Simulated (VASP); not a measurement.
Runs of VASP 6.6.1 on K3Ge. The structure is that of space group Fm-3m (No. 225), or close to it. The cells are those of the table. 

```tsv
level	cell	gap on the mesh (eV)	pressure (GPa)
PBEsol+D3(BJ)	a = 6.097 Å, angles 60.0°, 4 atoms	none	(a)
PBEsol+D3(BJ)	a = 5.783 Å, angles 60.0°, 4 atoms	none	-0.1
PBE	a = 6.100 Å, angles 60.0°, 4 atoms	none	0.0
PBE	a = 6.097 Å, angles 60.0°, 4 atoms	none	0.0
PBEsol+D4	a = 5.924 Å, angles 60.0°, 4 atoms	none	0.0
PBEsol+D3(BJ)	a = 5.769 Å, angles 60.0°, 4 atoms	none	0.0
PBEsol	a = 5.965 Å, angles 60.0°, 4 atoms	none	0.0
```

Alike in all rows: task single point; potentials or basis VASP PAW PBE potentials, release 64 (Ge_d, K_sv); no spin polarisation; k mesh 6 × 6 × 6; cutoff (eV) 520; smearing fermi-dirac 0.05 eV.

Estimate the missing entries.

(a) -1.4.

Caveats: the PAW data sets were made with another functional, which shifts forces and pressure a little (some runs); pairwise dispersion overbinds metals, which lowers pressure and volume (some runs); three body term missing (some runs).

A k mesh can miss the band edges, and the runs leave out spin-orbit coupling on Ge.

A gap of «none» marks levels without a gap at the run's occupations.
